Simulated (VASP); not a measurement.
# Sb (Pm-3m) in VASP: notebook

Runs on Sb. Level: LDA. Tasks: single point.

Everything below comes from runs of VASP 6.6.1. Logs are shortened: lines on timing, memory, paths and dates and some standing lists are left out, and cuts for length are marked.

### 1 The cell of the first run

It takes space group Pm-3m (No. 221, cubic). Conventional cell: a = 3.181 Å, b = 3.181 Å, c = 3.181 Å, α = 90.00°, β = 90.00°, γ = 90.00°. Sb (site symmetry m-3m) has 6 Sb at 3.18 Å within 4.2 Å.

### 2 Single point, LDA

File INCAR:

```
SYSTEM = Sb
PREC = Accurate
ENCUT = 520
EDIFF = 1E-7
ISMEAR = -1
SIGMA = 0.05
LREAL = .False.
LASPH = .True.
NELM = 80
ALGO = Normal
ISIF = 2
LWAVE = .False.
LCHARG = .True.
LELF = .True.
LVHAR = .True.
NBANDS = 8
```

File KPOINTS:

```
Automatic mesh
0
Gamma
  8 8 8
  0 0 0
```

File POSCAR:

```
Sb
1.0
    3.1809277622      0.0000000000      0.0000000000
    0.0000000000      3.1809277622      0.0000000000
    0.0000000000      0.0000000000      3.1809277622
Sb
1
Direct
    0.0000000000      0.0000000000      0.0000000000
```

Potentials or basis: VASP PAW LDA potentials, release 64 (Sb).

On the command line:

```sh
$ cat potpaw_LDA.64/Sb/POTCAR > POTCAR
$ mpirun -np 1 vasp_std > vasp.out
```

OUTCAR:

```text
SYSTEM = Sb
   PREC = Accurate
   ENCUT = 520
   EDIFF = 1E-7
   ISMEAR = -1
   LREAL = .False.
   LASPH = .True.
   NELM = 80
   ISIF = 2

 ion  position               nearest neighbor table
   1  0.000  0.000  0.000-

  LATTYP: Found a simple cubic cell.
 ALAT       =     3.1809277622

  Lattice vectors:

 A1 = (   3.1809277622,   0.0000000000,   0.0000000000)
 A2 = (   0.0000000000,   3.1809277622,   0.0000000000)
 A3 = (   0.0000000000,   0.0000000000,   3.1809277622)

Analysis of symmetry for initial positions (statically):
=====================================================================
 Subroutine PRICEL returns:
 Original cell was already a primitive cell.

 Routine SETGRP: Setting up the symmetry group for a
 simple cubic supercell.

 Subroutine GETGRP returns: Found 48 space group operations
 (whereof 48 operations were pure point group operations)
 out of a pool of 48 trial point group operations.

The static configuration has the point symmetry O_h .

Analysis of symmetry for dynamics (positions and initial velocities):
=====================================================================
 Subroutine PRICEL returns:
 Original cell was already a primitive cell.

 Routine SETGRP: Setting up the symmetry group for a
 simple cubic supercell.

 Subroutine GETGRP returns: Found 48 space group operations
 (whereof 48 operations were pure point group operations)
 out of a pool of 48 trial point group operations.

The dynamic configuration has the point symmetry O_h .

 Subroutine INISYM returns: Found 48 space group operations
 (whereof 48 operations are pure point group operations),
 and found     1 'primitive' translations

----------------------------------------------------------------------------------------

                                     Primitive cell

  volume of cell :      32.1856

  direct lattice vectors                    reciprocal lattice vectors
     3.180927762  0.000000000  0.000000000     0.314373691  0.000000000  0.000000000
     0.000000000  3.180927762  0.000000000     0.000000000  0.314373691  0.000000000
     0.000000000  0.000000000  3.180927762     0.000000000  0.000000000  0.314373691

  length of vectors
     3.180927762  3.180927762  3.180927762     0.314373691  0.314373691  0.314373691

  position of ions in fractional coordinates (direct lattice)
     0.000000000  0.000000000  0.000000000

  ion indices of the primitive-cell ions
   primitive index   ion index
                 1           1

----------------------------------------------------------------------------------------

 KPOINTS: Automatic mesh

Automatic generation of k-mesh.
 Grid dimensions read from file:
 generate k-points for:    8    8    8

 Generating k-lattice:

  Cartesian coordinates                     Fractional coordinates (reciprocal lattice)
     0.039296711  0.000000000  0.000000000     0.125000000  0.000000000  0.000000000
     0.000000000  0.039296711  0.000000000     0.000000000  0.125000000  0.000000000
     0.000000000  0.000000000  0.039296711     0.000000000  0.000000000  0.125000000

  Length of vectors
     0.039296711  0.039296711  0.039296711

  Shift w.r.t. Gamma in fractional coordinates (k-lattice)
     0.000000000  0.000000000  0.000000000

 Subroutine IBZKPT returns following result:
 ===========================================

 Found     35 irreducible k-points:

 Following reciprocal coordinates:
            Coordinates               Weight
  0.000000  0.000000  0.000000      1.000000
  0.125000  0.000000  0.000000      6.000000
  0.250000  0.000000  0.000000      6.000000
  0.375000  0.000000  0.000000      6.000000
  0.500000  0.000000  0.000000      3.000000
  0.125000  0.125000  0.000000     12.000000
[... 16 lines left out ...]
  0.375000  0.375000  0.125000     24.000000
  0.500000  0.375000  0.125000     24.000000
 [... further k-points ...]
   k-points           NKPTS =     35   k-points in BZ     NKDIM =     35   number of bands    NBANDS=      8
   number of dos      NEDOS =    301   number of ions     NIONS =      1
   total plane-waves  NPLWV =  13824
   dimension x,y,z NGX =    24 NGY =   24 NGZ =   24
   dimension x,y,z NGXF=    48 NGYF=   48 NGZF=   48
   ions per type =               1
   NGX,Y,Z   is equivalent  to a cutoff of  12.54, 12.54, 12.54 a.u.
   NGXF,Y,Z  is equivalent  to a cutoff of  25.09, 25.09, 25.09 a.u.
 SYSTEM =  Sb
   PREC   = accura    normal or accurate (medium, high low for compatibility)
   ISTART =      0    job   : 0-new  1-cont  2-samecut
   ICHARG =      2    charge: 1-file 2-atom 10-const
   ISPIN  =      1    spin polarized calculation?
   LNONCOLLINEAR =      F non collinear calculations
   LSORBIT =      F    spin-orbit coupling
   LASPH  =      T    aspherical Exc in radial PAW
   ENCUT  =  520.0 eV  38.22 Ry    6.18 a.u.   5.91  5.91  5.91*2*pi/ulx,y,z
   NELM   =     80;   NELMIN=  2; NELMDL= -5     # of ELM steps
   EDIFF  = 0.1E-06   stopping-criterion for ELM
   LREAL  =      F    real-space projection
   EDIFFG = 0.1E-05   stopping-criterion for IOM
   NSW    =      0    number of steps for IOM
   IBRION =     -1    ionic relax: 0-MD 1-quasi-New 2-CG
   NFREE  =      0    steps in history (QN), initial steepest desc. (CG)
   ISIF   =      2    stress and relaxation
   ISYM   =      2    0-nonsym 1-usesym 2-fastsym
   POTIM  = 0.5000    time-step for ionic-motion
   TEBEG  =    0.0;   TEEND  =   0.0 temperature during run
   PSTRESS=    0.0 pullay stress
   NELECT =       5.0000    total number of electrons
   NUPDOWN=      -1.0000    fix difference up-down
   EMIN   =  10.00;   EMAX   =-10.00  energy-range for DOS
   EFERMI =   0.00;   METHOD = LEGACY
   ISMEAR =    -1;   SIGMA  =   0.05  broadening in eV -4-tet -1-fermi 0-gaus
   EFERMI_NEDOS =   21; number of points for ismear=-14 and -15
   IALGO  =     38    algorithm
   IMIX   =      4    mixing-type and parameters
     AMIX     =   0.40;   BMIX     =  1.00
     AMIX_MAG =   1.60;   BMIX_MAG =  1.00
  volume/ion in A,a.u.               =      32.19       217.20
  Fermi-wavevector in a.u.,A,eV,Ry     =   0.880057  1.663067 10.537728  0.774501
  Thomas-Fermi vector in A             =   2.000366
   LORBIT       =      0    0 simple, 1 ext, 2 COOP (PROOUT), +10 PAW based schemes
   GGA     = CA    functional components
   LHFCALC =     F    Hartree Fock is set to
   AEXX    =    0.0000 exact exchange contribution
   IVDW    =     0    specifies the selected vdW correction
   LEPSILON=     F    determine dielectric tensor
   LRPA    =     F    only Hartree local field effects (RPA)
 non-spin polarized calculation
  energy-cutoff  :      520.00
  volume of cell :       32.19
 maximum number of plane-waves:       912
 NGX is ok and might be reduce to    24
   NGX = 11   NGY = 11   NGZ = 11

 number of electron       5.0000001 magnetization

 Free energy of the ion-electron system (eV)
  ---------------------------------------------------
  ext. energy  EPLUGINS =         0.00000000
  ---------------------------------------------------
  free energy    TOTEN  =        -4.69134259 eV

  energy without entropy =       -4.68394097  energy(sigma->0) =       -4.68764178

 E-fermi :   6.0025     XC(G=0):  -9.4913

 val. band max:        5.9941578588   @ k =   0.3750   0.2500   0.1250
 cond. band min:       6.1725390729   @ k =   0.2500   0.2500   0.2500
 fundamental gap:      0.1783812141
 Fermi energy:         6.0024925892

 k-point     1 :       0.0000    0.0000    0.0000
  band No.  band energies     occupation
      1      -5.7889      2.00000
      2       9.0919      0.00000
      3       9.0919      0.00000
      4       9.0919      0.00000
      5      12.8935      0.00000
      6      12.8935      0.00000
      7      13.7910      0.00000
      8      22.2245      0.00000

 k-point     2 :       0.1250    0.0000    0.0000
  band No.  band energies     occupation
      1      -5.5823      2.00000
      2       7.0839      0.00000
      3       9.2886      0.00000
      4       9.2886      0.00000
      5      13.0607      0.00000
      6      13.5974      0.00000
      7      15.5541      0.00000
      8      21.0766      0.00000

 k-point     3 :       0.2500    0.0000    0.0000
  band No.  band energies     occupation
      1      -4.9898      2.00000
      2       4.2728      2.00000
      3       9.8249      0.00000
      4       9.8249      0.00000
      5      13.5472      0.00000
      6      14.2230      0.00000
      7      18.8309      0.00000
      8      19.2429      0.00000

 k-point     4 :       0.3750    0.0000    0.0000
  band No.  band energies     occupation
      1      -4.1572      2.00000
      2       2.0017      2.00000
      3      10.4938      0.00000
      4      10.4938      0.00000
      5      14.2634      0.00000
      6      15.2113      0.00000
      7      17.7011      0.00000
      8      17.7011      0.00000

 k-point     5 :       0.5000    0.0000    0.0000
  band No.  band energies     occupation
      1      -3.6532      2.00000
      2       1.0063      2.00000
      3      10.8368      0.00000
      4      10.8368      0.00000
      5      14.7419      0.00000
      6      16.4084      0.00000
      7      16.8902      0.00000
      8      17.0562      0.00000
[... 177 lines left out ...]
 k-point    22 :       0.5000    0.2500    0.1250
  band No.  band energies     occupation
      1      -2.6283      2.00000
      2       1.9513      2.00000
      3       6.4100      0.00058
      4       9.7817      0.00000
      5      11.4908      0.00000
      6      14.7858      0.00000
      7      17.8959      0.00000
      8      18.8083      0.00000

 k-point    23 :       0.3750    0.3750    0.1250
  band No.  band energies     occupation
      1      -2.2864      2.00000
      2       3.5790      2.00000
      3       3.8125      2.00000
      4      10.0372      0.00000
      5      10.4183      0.00000
      6      16.1065      0.00000
      7      16.4539      0.00000
      8      18.6585      0.00000

 k-point    24 :       0.5000    0.3750    0.1250
  band No.  band energies     occupation
      1      -1.7575      2.00000
      2       2.6692      2.00000
      3       4.1038      2.00000
      4       9.5366      0.00000
      5      10.4940      0.00000
      6      15.5577      0.00000
      7      16.7581      0.00000
      8      19.1269      0.00000

 [... further k-points ...]
[... 5 lines left out ...]
  --------------------------------------------------------------------------------------
  -------------------------------------------------------------------------------------
  Total       -1.2789816     -1.2789816     -1.2789816     -0.0000000     -0.0000000      0.0000000
  in kB      -63.6668619    -63.6668619    -63.6668619     -0.0000000     -0.0000000      0.0000000
  external PRESSURE =     -63.6668619 kB  Pullay stress =       0.0000000 kB

 VOLUME and BASIS-vectors are now :
 -----------------------------------------------------------------------------
  energy-cutoff  :      520.00
  volume of cell :       32.19
      direct lattice vectors                 reciprocal lattice vectors
     3.180927762  0.000000000  0.000000000     0.314373691  0.000000000  0.000000000
     0.000000000  3.180927762  0.000000000     0.000000000  0.314373691  0.000000000
     0.000000000  0.000000000  3.180927762     0.000000000  0.000000000  0.314373691

 POSITION                                       TOTAL-FORCE (eV/Angst)
 -----------------------------------------------------------------------------------
      0.00000      0.00000      0.00000         0.000000      0.000000      0.000000
 -----------------------------------------------------------------------------------
    total drift:                                0.000000     -0.000000      0.000000

  FREE ENERGIE OF THE ION-ELECTRON SYSTEM (eV)
  ---------------------------------------------------
  free  energy   TOTEN  =        -4.6913425926 eV

  energy  without entropy=       -4.6839409744  energy(sigma->0) =       -4.68764178
```

It took 2.9 s on 1 thread of AMD EPYC 9R45 (Zen 5), shared host; peak memory 0.1 GiB.

What came out:

```
Free energy : -4.6913 eV
Pressure    : -6.4 GPa
```

Caveat: spin-orbit coupling is left out, which moves the levels of the heavy elements.

### 3 Single point, LDA

This run uses another cell than the first one, of 32.82 Å³/atom, 1.020 times its volume.

File INCAR:

```
SYSTEM = Sb
ALGO     = Normal         ! electronic algorithm
EDIFF    = 1E-6           ! SCF threshold, eV
ENCUT    = 520            ! plane-wave cutoff, eV
GGA      = CA             ! functional
ISIF     = 2              ! what is computed and relaxed
ISMEAR   = -1             ! smearing method
LASPH    = .True.         ! aspherical terms in the spheres
LCHARG   = .False.        ! write CHGCAR
LREAL    = .False.        ! projectors in reciprocal space
LWAVE    = .False.        ! write WAVECAR
NBANDS   = 8              ! bands
NELM     = 60             ! most SCF steps
PREC     = Accurate       ! precision mode
SIGMA    = 0.05           ! smearing width, eV
```

File KPOINTS:

```
k-points
0
Gamma
  8 8 8
  0 0 0
```

File POSCAR:

```
Sb
1.0
    3.2015837161      0.0000000000      0.0000000000
    0.0000000000      3.2015837161      0.0000000000
    0.0000000000      0.0000000000      3.2015837161
Sb
1
Direct
    0.0000000000      0.0000000000      0.0000000000
```

Potentials or basis: VASP PAW LDA potentials, release 64 (Sb).

On the command line:

```sh
$ cat potpaw_LDA.64/Sb/POTCAR > POTCAR
$ mpirun -np 1 vasp_std > vasp.out
```

OUTCAR:

```text
SYSTEM = Sb
   EDIFF = 1E-6
   ENCUT = 520
   GGA = CA
   ISIF = 2
   ISMEAR = -1
   LASPH = .True.
   LREAL = .False.
   NELM = 60
   PREC = Accurate

 ion  position               nearest neighbor table
   1  0.000  0.000  0.000-

  LATTYP: Found a simple cubic cell.
 ALAT       =     3.2015837161

  Lattice vectors:

 A1 = (   3.2015837161,   0.0000000000,   0.0000000000)
 A2 = (   0.0000000000,   3.2015837161,   0.0000000000)
 A3 = (   0.0000000000,   0.0000000000,   3.2015837161)

Analysis of symmetry for initial positions (statically):
=====================================================================
 Subroutine PRICEL returns:
 Original cell was already a primitive cell.

 Routine SETGRP: Setting up the symmetry group for a
 simple cubic supercell.

 Subroutine GETGRP returns: Found 48 space group operations
 (whereof 48 operations were pure point group operations)
 out of a pool of 48 trial point group operations.

The static configuration has the point symmetry O_h .

Analysis of symmetry for dynamics (positions and initial velocities):
=====================================================================
 Subroutine PRICEL returns:
 Original cell was already a primitive cell.

 Routine SETGRP: Setting up the symmetry group for a
 simple cubic supercell.

 Subroutine GETGRP returns: Found 48 space group operations
 (whereof 48 operations were pure point group operations)
 out of a pool of 48 trial point group operations.

The dynamic configuration has the point symmetry O_h .

 Subroutine INISYM returns: Found 48 space group operations
 (whereof 48 operations are pure point group operations),
 and found     1 'primitive' translations

----------------------------------------------------------------------------------------
[... 109 lines left out ...]
   IMIX   =      4    mixing-type and parameters
     AMIX     =   0.40;   BMIX     =  1.00
     AMIX_MAG =   1.60;   BMIX_MAG =  1.00
  volume/ion in A,a.u.               =      32.82       221.46
  Fermi-wavevector in a.u.,A,eV,Ry     =   0.874380  1.652338 10.402192  0.764540
  Thomas-Fermi vector in A             =   1.993902
   LORBIT       =      0    0 simple, 1 ext, 2 COOP (PROOUT), +10 PAW based schemes
   GGA     = CA    functional components
   LHFCALC =     F    Hartree Fock is set to
   AEXX    =    0.0000 exact exchange contribution
   IVDW    =     0    specifies the selected vdW correction
   LEPSILON=     F    determine dielectric tensor
   LRPA    =     F    only Hartree local field effects (RPA)
 non-spin polarized calculation
  energy-cutoff  :      520.00
  volume of cell :       32.82
 maximum number of plane-waves:       912
 NGX is ok and might be reduce to    24
   NGX = 11   NGY = 11   NGZ = 11

 number of electron       5.0000001 magnetization

 Free energy of the ion-electron system (eV)
  ---------------------------------------------------
  ext. energy  EPLUGINS =         0.00000000
  ---------------------------------------------------
  free energy    TOTEN  =        -4.66493569 eV

  energy without entropy =       -4.65738483  energy(sigma->0) =       -4.66116026

 E-fermi :   5.7766     XC(G=0):  -9.4126

 val. band max:        5.7688553320   @ k =   0.3750   0.2500   0.1250
 cond. band min:       5.9225483597   @ k =   0.2500   0.2500   0.2500
 fundamental gap:      0.1536930277
 Fermi energy:         5.7765841397

 k-point     1 :       0.0000    0.0000    0.0000
  band No.  band energies     occupation
      1      -5.8829      2.00000
      2       8.8150      0.00000
      3       8.8150      0.00000
      4       8.8150      0.00000
      5      12.6509      0.00000
      6      12.6509      0.00000
      7      13.4490      0.00000
      8      21.9055      0.00000
[... 243 lines left out ...]
 k-point    24 :       0.5000    0.3750    0.1250
  band No.  band energies     occupation
      1      -1.9699      2.00000
      2       2.5278      2.00000
      3       3.9171      2.00000
      4       9.3556      0.00000
      5      10.1541      0.00000
      6      15.2970      0.00000
      7      16.4663      0.00000
      8      18.7698      0.00000

 [... further k-points ...]

------------------------ aborting loop because EDIFF is reached ----------------------------------------

  FORCE on cell =-STRESS in cart. coord.  units (eV):
  Direction    XX          YY          ZZ          XY          YZ          ZX
  --------------------------------------------------------------------------------------
  -------------------------------------------------------------------------------------
  Total       -1.4418576     -1.4418576     -1.4418576     -0.0000000      0.0000000     -0.0000000
  in kB      -70.3944407    -70.3944407    -70.3944407     -0.0000000      0.0000000     -0.0000000
  external PRESSURE =     -70.3944407 kB  Pullay stress =       0.0000000 kB

 VOLUME and BASIS-vectors are now :
 -----------------------------------------------------------------------------
  energy-cutoff  :      520.00
  volume of cell :       32.82
      direct lattice vectors                 reciprocal lattice vectors
     3.201583716  0.000000000  0.000000000     0.312345417  0.000000000  0.000000000
     0.000000000  3.201583716  0.000000000     0.000000000  0.312345417  0.000000000
     0.000000000  0.000000000  3.201583716     0.000000000  0.000000000  0.312345417

 POSITION                                       TOTAL-FORCE (eV/Angst)
 -----------------------------------------------------------------------------------
      0.00000      0.00000      0.00000         0.000000      0.000000      0.000000
 -----------------------------------------------------------------------------------
    total drift:                                0.000000      0.000000      0.000000

  FREE ENERGIE OF THE ION-ELECTRON SYSTEM (eV)
  ---------------------------------------------------
  free  energy   TOTEN  =        -4.6649356943 eV

  energy  without entropy=       -4.6573848298  energy(sigma->0) =       -4.66116026
```

OSZICAR:

```text
N       E                     dE             d eps       ncg     rms          rms(c)
DAV:   1     0.555031155984E+01    0.55503E+01   -0.15367E+03   560   0.392E+02
DAV:   2    -0.452165026928E+01   -0.10072E+02   -0.97004E+01   832   0.519E+01
DAV:   3    -0.466800578035E+01   -0.14636E+00   -0.14576E+00   640   0.705E+00
DAV:   4    -0.466876612895E+01   -0.76035E-03   -0.76033E-03   856   0.642E-01
DAV:   5    -0.466876899945E+01   -0.28705E-05   -0.28706E-05   680   0.266E-02    0.170E+00
DAV:   6    -0.466631982804E+01    0.24492E-02   -0.12732E-03   672   0.163E-01    0.981E-01
DAV:   7    -0.466494489083E+01    0.13749E-02   -0.24324E-03   608   0.229E-01    0.588E-02
DAV:   8    -0.466493538554E+01    0.95053E-05   -0.65065E-05   672   0.486E-02    0.511E-03
DAV:   9    -0.466493569427E+01   -0.30873E-06   -0.86970E-07   832   0.746E-03
   1 F= -.46649357E+01 E0= -.46611603E+01  d E =-.755086E-02
```

Wall time 2.5 s (1 thread of AMD EPYC 9R45 (Zen 5), shared host); peak memory 0.1 GiB.

Results:

```
Free energy : -4.6649 eV
Pressure    : -7.0 GPa
```

Caveat: spin-orbit coupling is left out, which moves the levels of the heavy elements.
